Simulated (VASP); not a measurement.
# Zn2Sb3O2 (P4/mmm) in VASP: single point with PBE

Aim: the single point of Zn2Sb3O2 with PBE.

Everything below comes from runs of VASP 6.6.1. Logs are shortened: lines on timing, memory, paths and dates and some standing lists are left out, and cuts for length are marked.

## Step 1: The cell of the first run

Symmetry: P4/mmm, No. 123, tetragonal system. The conventional cell has a = 4.208 Å, b = 4.208 Å, c = 9.300 Å, α = 90.00°, β = 90.00°, γ = 90.00°. Within 3.5 Å of Zn (site symmetry 4mm) lie 5 Sb at 2.64 to 2.91 Å and 4 O at 3.37 Å. Sb (site symmetry mmm) has 4 Zn at 2.91 Å and 4 Sb at 2.98 Å within 3.8 Å. Within 2.8 Å of Sb (site symmetry 4/mmm) lie 4 O at 2.10 Å and 2 Zn at 2.64 Å. O (site symmetry mmm) has 2 Sb at 2.10 Å within 2.8 Å.

## Step 2: Single point, PBE

The input, INCAR:

```
ALGO = Normal
EDIFF = 1E-6
ENCUT = 520
GGA = PE
ISIF = 2
ISMEAR = 0
LASPH = T
LCHARG = F
LREAL = F
LWAVE = F
NBANDS = 34
NELM = 60
PREC = Accurate
SIGMA = 0.2
```

The input, KPOINTS:

```
k-points
0
Gamma
  4 4 2
```

The input, POSCAR:

```
Zn2Sb3O2
1.0
    4.2080348500      0.0000000000      0.0000000000
    0.0000000000      4.2080348500      0.0000000000
    0.0000000000      0.0000000000      9.2999860187
Zn Sb O
2 3 2
Direct
    0.5000000000      0.5000000000      0.7164138839
    0.5000000000      0.5000000000      0.2835861161
    0.0000000000      0.5000000000      0.5000000000
    0.5000000000      0.0000000000      0.5000000000
    0.5000000000      0.5000000000      0.0000000000
    0.0000000000      0.5000000000      0.0000000000
    0.5000000000      0.0000000000      0.0000000000
```

Potentials or basis: VASP PAW PBE potentials, release 64 (Zn, Sb, O).

Launch:

```console
$ cat potpaw_PBE.64/Zn/POTCAR potpaw_PBE.64/Sb/POTCAR potpaw_PBE.64/O/POTCAR > POTCAR
$ mpirun -np 1 vasp_std > vasp.out
```

OUTCAR:

```text
EDIFF = 1E-6
   ENCUT = 520
   GGA = PE
   ISIF = 2
   ISMEAR = 0
   LASPH = T
   LREAL = F
   NELM = 60
   PREC = Accurate

 ion  position               nearest neighbor table
   1  0.500  0.500  0.716-   5 2.64   4 2.91   3 2.91   4 2.91   3 2.91
   2  0.500  0.500  0.284-   5 2.64   4 2.91   3 2.91   4 2.91   3 2.91
   3  0.000  0.500  0.500-   1 2.91   2 2.91   1 2.91   2 2.91   4 2.98   4 2.98   4 2.98   4 2.98

   4  0.500  0.000  0.500-   1 2.91   2 2.91   1 2.91   2 2.91   3 2.98   3 2.98   3 2.98   3 2.98

   5  0.500  0.500  0.000-   6 2.10   7 2.10   7 2.10   6 2.10   1 2.64   2 2.64
   6  0.000  0.500  0.000-   5 2.10   5 2.10
   7  0.500  0.000  0.000-   5 2.10   5 2.10

  LATTYP: Found a simple tetragonal cell.
 ALAT       =     4.2080348500
 C/A-ratio  =     2.2100544197

  Lattice vectors:

 A1 = (   4.2080348500,   0.0000000000,   0.0000000000)
 A2 = (   0.0000000000,   4.2080348500,   0.0000000000)
 A3 = (   0.0000000000,   0.0000000000,   9.2999860187)

Analysis of symmetry for initial positions (statically):
=====================================================================
 Subroutine PRICEL returns:
 Original cell was already a primitive cell.

 Routine SETGRP: Setting up the symmetry group for a
 simple tetragonal supercell.

 Subroutine GETGRP returns: Found 16 space group operations
 (whereof 16 operations were pure point group operations)
 out of a pool of 16 trial point group operations.

The static configuration has the point symmetry D_4h.

Analysis of symmetry for dynamics (positions and initial velocities):
=====================================================================
 Subroutine PRICEL returns:
 Original cell was already a primitive cell.

 Routine SETGRP: Setting up the symmetry group for a
 simple tetragonal supercell.

 Subroutine GETGRP returns: Found 16 space group operations
 (whereof 16 operations were pure point group operations)
 out of a pool of 16 trial point group operations.

The dynamic configuration has the point symmetry D_4h.

 Subroutine INISYM returns: Found 16 space group operations
 (whereof 16 operations are pure point group operations),
 and found     1 'primitive' translations

----------------------------------------------------------------------------------------

                                     Primitive cell

  volume of cell :     164.6800

  direct lattice vectors                    reciprocal lattice vectors
     4.208034850  0.000000000  0.000000000     0.237640617  0.000000000  0.000000000
     0.000000000  4.208034850  0.000000000     0.000000000  0.237640617  0.000000000
     0.000000000  0.000000000  9.299986019     0.000000000  0.000000000  0.107527043

  length of vectors
     4.208034850  4.208034850  9.299986019     0.237640617  0.237640617  0.107527043

  position of ions in fractional coordinates (direct lattice)
     0.500000000  0.500000000  0.716413884
     0.500000000  0.500000000  0.283586116
     0.000000000  0.500000000  0.500000000
     0.500000000  0.000000000  0.500000000
     0.500000000  0.500000000  0.000000000
     0.000000000  0.500000000  0.000000000
     0.500000000  0.000000000  0.000000000

  ion indices of the primitive-cell ions
   primitive index   ion index
                 1           1
                 2           2
                 3           3
                 4           4
                 5           5
                 6           6
                 7           7

----------------------------------------------------------------------------------------

 KPOINTS: k-points

Automatic generation of k-mesh.
 Grid dimensions read from file:
 generate k-points for:    4    4    2

 Generating k-lattice:

  Cartesian coordinates                     Fractional coordinates (reciprocal lattice)
     0.059410154  0.000000000  0.000000000     0.250000000  0.000000000  0.000000000
     0.000000000  0.059410154  0.000000000     0.000000000  0.250000000  0.000000000
     0.000000000  0.000000000  0.053763522     0.000000000  0.000000000  0.500000000

  Length of vectors
     0.059410154  0.059410154  0.053763522

  Shift w.r.t. Gamma in fractional coordinates (k-lattice)
     0.000000000  0.000000000  0.000000000

 Subroutine IBZKPT returns following result:
 ===========================================

 Found     12 irreducible k-points:

 Following reciprocal coordinates:
            Coordinates               Weight
  0.000000  0.000000  0.000000      1.000000
  0.250000  0.000000  0.000000      4.000000
  0.500000  0.000000  0.000000      2.000000
  0.250000  0.250000  0.000000      4.000000
  0.500000  0.250000  0.000000      4.000000
  0.500000  0.500000  0.000000      1.000000
  0.000000  0.000000  0.500000      1.000000
  0.250000  0.000000  0.500000      4.000000
  0.500000  0.000000  0.500000      2.000000
  0.250000  0.250000  0.500000      4.000000
  0.500000  0.250000  0.500000      4.000000
  0.500000  0.500000  0.500000      1.000000
   k-points           NKPTS =     12   k-points in BZ     NKDIM =     12   number of bands    NBANDS=     34
   number of dos      NEDOS =    301   number of ions     NIONS =      7
   total plane-waves  NPLWV =  71680
   dimension x,y,z NGX =    32 NGY =   32 NGZ =   70
   dimension x,y,z NGXF=    64 NGYF=   64 NGZF=  140
   ions per type =               2   3   2
   NGX,Y,Z   is equivalent  to a cutoff of  12.64, 12.64, 12.51 a.u.
   NGXF,Y,Z  is equivalent  to a cutoff of  25.28, 25.28, 25.03 a.u.
 SYSTEM =  unknown system
   PREC   = accura    normal or accurate (medium, high low for compatibility)
   ISTART =      0    job   : 0-new  1-cont  2-samecut
   ICHARG =      2    charge: 1-file 2-atom 10-const
   ISPIN  =      1    spin polarized calculation?
   LNONCOLLINEAR =      F non collinear calculations
   LSORBIT =      F    spin-orbit coupling
   LASPH  =      T    aspherical Exc in radial PAW
   ENCUT  =  520.0 eV  38.22 Ry    6.18 a.u.   7.82  7.82 17.29*2*pi/ulx,y,z
   NELM   =     60;   NELMIN=  2; NELMDL= -5     # of ELM steps
   EDIFF  = 0.1E-05   stopping-criterion for ELM
   LREAL  =      F    real-space projection
   EDIFFG = 0.1E-04   stopping-criterion for IOM
   NSW    =      0    number of steps for IOM
   IBRION =     -1    ionic relax: 0-MD 1-quasi-New 2-CG
   NFREE  =      0    steps in history (QN), initial steepest desc. (CG)
   ISIF   =      2    stress and relaxation
   ISYM   =      2    0-nonsym 1-usesym 2-fastsym
   POTIM  = 0.5000    time-step for ionic-motion
   TEBEG  =    0.0;   TEEND  =   0.0 temperature during run
   PSTRESS=    0.0 pullay stress
   NELECT =      51.0000    total number of electrons
   NUPDOWN=      -1.0000    fix difference up-down
   EMIN   =  10.00;   EMAX   =-10.00  energy-range for DOS
   EFERMI =   0.00;   METHOD = LEGACY
   ISMEAR =     0;   SIGMA  =   0.20  broadening in eV -4-tet -1-fermi 0-gaus
   EFERMI_NEDOS =   21; number of points for ismear=-14 and -15
   IALGO  =     38    algorithm
   IMIX   =      4    mixing-type and parameters
     AMIX     =   0.40;   BMIX     =  1.00
     AMIX_MAG =   1.60;   BMIX_MAG =  1.00
  volume/ion in A,a.u.               =      23.53       158.76
  Fermi-wavevector in a.u.,A,eV,Ry     =   1.107604  2.093068 16.691450  1.226787
  Thomas-Fermi vector in A             =   2.244121
   LORBIT       =      0    0 simple, 1 ext, 2 COOP (PROOUT), +10 PAW based schemes
   GGA     = PE    functional components
   LHFCALC =     F    Hartree Fock is set to
   AEXX    =    0.0000 exact exchange contribution
   IVDW    =     0    specifies the selected vdW correction
   LEPSILON=     F    determine dielectric tensor
   LRPA    =     F    only Hartree local field effects (RPA)
 non-spin polarized calculation
 Gauss-broadening in eV      SIGMA  =   0.20
  energy-cutoff  :      520.00
  volume of cell :      164.68
 maximum number of plane-waves:      4458
 NGX is ok and might be reduce to    32
   NGX = 15   NGY = 15   NGZ = 35

 number of electron      50.9999992 magnetization

 Free energy of the ion-electron system (eV)
  ---------------------------------------------------
  ext. energy  EPLUGINS =         0.00000000
  ---------------------------------------------------
  free energy    TOTEN  =       -25.28665094 eV

  energy without entropy =      -25.23442221  energy(sigma->0) =      -25.26053658

 E-fermi :   3.1523     XC(G=0):  -8.9338

 val. band max:        3.1141737349   @ k =   0.5000   0.0000   0.0000
 cond. band min:       3.2192821332   @ k =   0.5000   0.5000   0.0000
 fundamental gap:      0.1051083983
 Fermi energy:         3.1522952252

 k-point     1 :       0.0000    0.0000    0.0000
  band No.  band energies     occupation
      1     -14.4251      2.00000
      2     -12.8356      2.00000
      3      -9.0888      2.00000
      4      -3.9720      2.00000
      5      -3.8820      2.00000
      6      -3.8413      2.00000
[... 26 lines left out ...]
     33       8.7553      0.00000
     34       9.6621      0.00000

 k-point     2 :       0.2500    0.0000    0.0000
  band No.  band energies     occupation
      1     -14.2178      2.00000
      2     -13.0844      2.00000
      3      -8.5731      2.00000
      4      -4.8613      2.00000
      5      -4.6430      2.00000
      6      -3.8314      2.00000
[... 26 lines left out ...]
     33       7.5897      0.00000
     34       9.0871      0.00000

 k-point     3 :       0.5000    0.0000    0.0000
  band No.  band energies     occupation
      1     -13.7501      2.00000
      2     -13.5966      2.00000
      3      -7.2477      2.00000
      4      -6.8357      2.00000
      5      -5.2566      2.00000
      6      -3.8222      2.00000
[... 26 lines left out ...]
     33       9.2628      0.00000
     34       9.3978      0.00000

 k-point     4 :       0.2500    0.2500    0.0000
  band No.  band energies     occupation
      1     -14.0463      2.00000
      2     -13.2320      2.00000
      3      -8.0690      2.00000
      4      -5.7760      2.00000
      5      -5.0554      2.00000
      6      -3.8874      2.00000
[... 26 lines left out ...]
     33       9.0441      0.00000
     34       9.0956      0.00000

 k-point     5 :       0.5000    0.2500    0.0000
  band No.  band energies     occupation
      1     -13.6681      2.00000
      2     -13.5879      2.00000
      3      -6.8334      2.00000
      4      -6.4724      2.00000
      5      -6.3933      2.00000
      6      -3.8821      2.00000
[... 26 lines left out ...]
     33       8.2095      0.00000
     34       9.0577      0.00000

 k-point     6 :       0.5000    0.5000    0.0000
  band No.  band energies     occupation
      1     -13.5789      2.00000
      2     -13.5789      2.00000
      3      -7.2480      2.00000
      4      -5.9737      2.00000
      5      -5.9737      2.00000
      6      -4.1841      2.00000
[... 26 lines left out ...]
     33       8.9391      0.00000
     34      10.1674      0.00000

 k-point     7 :       0.0000    0.0000    0.5000
  band No.  band energies     occupation
      1     -14.4250      2.00000
      2     -12.8356      2.00000
      3      -9.0911      2.00000
      4      -3.9716      2.00000
      5      -3.8849      2.00000
      6      -3.8564      2.00000
[... 26 lines left out ...]
     33       7.6017      0.00000
     34       8.9688      0.00000

 k-point     8 :       0.2500    0.0000    0.5000
  band No.  band energies     occupation
      1     -14.2178      2.00000
      2     -13.0845      2.00000
      3      -8.5744      2.00000
      4      -4.8341      2.00000
      5      -4.7170      2.00000
      6      -3.8495      2.00000
[... 26 lines left out ...]
     33       7.7649      0.00000
     34       8.4834      0.00000

 k-point     9 :       0.5000    0.0000    0.5000
  band No.  band energies     occupation
      1     -13.7501      2.00000
      2     -13.5967      2.00000
      3      -7.2432      2.00000
      4      -6.8358      2.00000
      5      -5.3030      2.00000
      6      -3.8399      2.00000
[... 26 lines left out ...]
     33       7.7655      0.00000
     34       9.3637      0.00000

 k-point    10 :       0.2500    0.2500    0.5000
  band No.  band energies     occupation
      1     -14.0462      2.00000
      2     -13.2320      2.00000
      3      -8.0676      2.00000
      4      -5.7959      2.00000
      5      -5.0548      2.00000
      6      -3.9954      2.00000
[... 26 lines left out ...]
     33       8.9468      0.00000
     34       9.2035      0.00000

 k-point    11 :       0.5000    0.2500    0.5000
  band No.  band energies     occupation
      1     -13.6681      2.00000
      2     -13.5878      2.00000
      3      -6.7763      2.00000
      4      -6.4724      2.00000
      5      -6.4716      2.00000
      6      -3.9949      2.00000
[... 26 lines left out ...]
     33       8.2764      0.00000
     34       8.6141      0.00000

 k-point    12 :       0.5000    0.5000    0.5000
  band No.  band energies     occupation
      1     -13.5789      2.00000
      2     -13.5789      2.00000
      3      -7.2399      2.00000
      4      -5.9737      2.00000
      5      -5.9737      2.00000
      6      -4.3809      2.00000
[... 26 lines left out ...]
     33       7.6079      0.00000
     34      10.0054      0.00000

------------------------ aborting loop because EDIFF is reached ----------------------------------------

  FORCE on cell =-STRESS in cart. coord.  units (eV):
  Direction    XX          YY          ZZ          XY          YZ          ZX
  --------------------------------------------------------------------------------------
  -------------------------------------------------------------------------------------
  Total       -0.0729525     -0.0729525     -0.1897206      0.0000000      0.0000000     -0.0000000
  in kB       -0.7097576     -0.7097576     -1.8457973      0.0000000      0.0000000     -0.0000000
  external PRESSURE =      -1.0884375 kB  Pullay stress =       0.0000000 kB

 VOLUME and BASIS-vectors are now :
 -----------------------------------------------------------------------------
  energy-cutoff  :      520.00
  volume of cell :      164.68
      direct lattice vectors                 reciprocal lattice vectors
     4.208034850  0.000000000  0.000000000     0.237640617  0.000000000  0.000000000
     0.000000000  4.208034850  0.000000000     0.000000000  0.237640617  0.000000000
     0.000000000  0.000000000  9.299986019     0.000000000  0.000000000  0.107527043

 POSITION                                       TOTAL-FORCE (eV/Angst)
 -----------------------------------------------------------------------------------
      2.10402      2.10402      6.66264        -0.000000     -0.000000      0.031467
      2.10402      2.10402      2.63735         0.000000     -0.000000     -0.031467
      0.00000      2.10402      4.64999        -0.000000      0.000000      0.000000
      2.10402      0.00000      4.64999        -0.000000      0.000000      0.000000
      2.10402      2.10402      0.00000        -0.000000      0.000000      0.000000
      0.00000      2.10402      0.00000        -0.000000      0.000000      0.000000
      2.10402      0.00000      0.00000        -0.000000      0.000000      0.000000
 -----------------------------------------------------------------------------------
    total drift:                                0.000000     -0.000000      0.000000

  FREE ENERGIE OF THE ION-ELECTRON SYSTEM (eV)
  ---------------------------------------------------
  free  energy   TOTEN  =       -25.2866509419 eV

  energy  without entropy=      -25.2344222149  energy(sigma->0) =      -25.26053658
```

Wall time 91 s (1 thread of AMD EPYC 7R13 (Zen 3), shared host); peak memory 0.25 GiB.

What came out:

* Free energy: -25.2867 eV
* Pressure: -0.1 GPa
* Largest force: 0.031 eV/Å

Forces on the atoms (eV/Å):
```
Zn   0.000  0.000  0.031
Zn   0.000  0.000 -0.031
Sb   0.000  0.000  0.000
Sb   0.000  0.000  0.000
Sb   0.000  0.000  0.000
O    0.000  0.000  0.000
O    0.000  0.000  0.000
```

Stress tensor (GPa, compression positive):
```
-0.07  0.00  0.00
 0.00 -0.07  0.00
 0.00  0.00 -0.18
```

Levels at points of the mesh, in eV from the Fermi level:
```tsv
k point	band 22	band 23	band 24	band 25	band 26	band 27	band 28	band 29
(0.00, 0.00, 0.00)	-1.10	-0.76	-0.76	-0.70	0.88	1.94	2.23	3.84
(0.50, 0.00, 0.00)	-1.26	-1.03	-0.96	-0.24	-0.04	0.42	0.71	2.33
(0.50, 0.50, 0.00)	-1.94	-1.05	-1.05	0.07	0.10	0.36	2.93	2.93
(0.00, 0.00, 0.50)	-1.09	-0.77	-0.77	-0.54	1.74	1.92	2.58	3.88
(0.50, 0.00, 0.50)	-1.03	-0.97	-0.95	-0.24	0.18	0.23	0.73	3.24
(0.50, 0.50, 0.50)	-1.62	-1.62	-1.59	-1.59	0.10	1.98	3.89	4.07
```

Caveat: the k points lie up to 0.37 Å⁻¹ apart; spin-orbit coupling is left out, which moves the levels of the heavy elements; an odd number of electrons without spin polarisation forces a metal; a magnetic or distorted state may lie lower.
